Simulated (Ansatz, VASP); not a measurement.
Two plane-wave programs on HfN

```
Hf N
1.0
     0.00000    2.51619    2.33208
     2.51619    0.00000    2.33208
     2.51619    2.51619    0.00000
Hf N
1 1
Direct
  0.00000 0.00000 0.00000
  0.75000 0.75000 0.75000
```

Change from the starting cell: strain +0.025 along x and y, -0.050 along z, atoms carried along.

Alike in both runs: task single point; functional PBEsol; k mesh 16 × 16 × 16; occupations gaussian, width 0.15 eV; no spin polarisation.

|  | VASP | Ansatz |
| --- | --- | --- |
| version | VASP 6.6.1 | Ansatz 0.2.0 |
| potentials or method | VASP PAW PBE potentials, release 64 (Hf_pv, N), cutoff 520 eV | scalar-relativistic, plane waves, PAW |
| valence electrons in the cell | 15 | 31 |

|  | VASP | Ansatz | Ansatz less VASP |
| --- | --- | --- | --- |
| gap on the k mesh at the Fermi level (eV) | none | none | - |
| pressure (GPa) | -5.9 | -5.0 | +0.92 |
| traceless stress, the component that is largest in VASP (GPa) | 6.68 | 6.68 | -0.005 |

VASP's potentials were made for PBE, not for PBEsol. A gap of «none» marks a metal or a gap that the smearing closes. VASP's potentials hold 15 valence electrons a cell and Ansatz's 31, so a difference there can come from the potentials and not from the codes.

Neither program's run includes spin-orbit coupling.
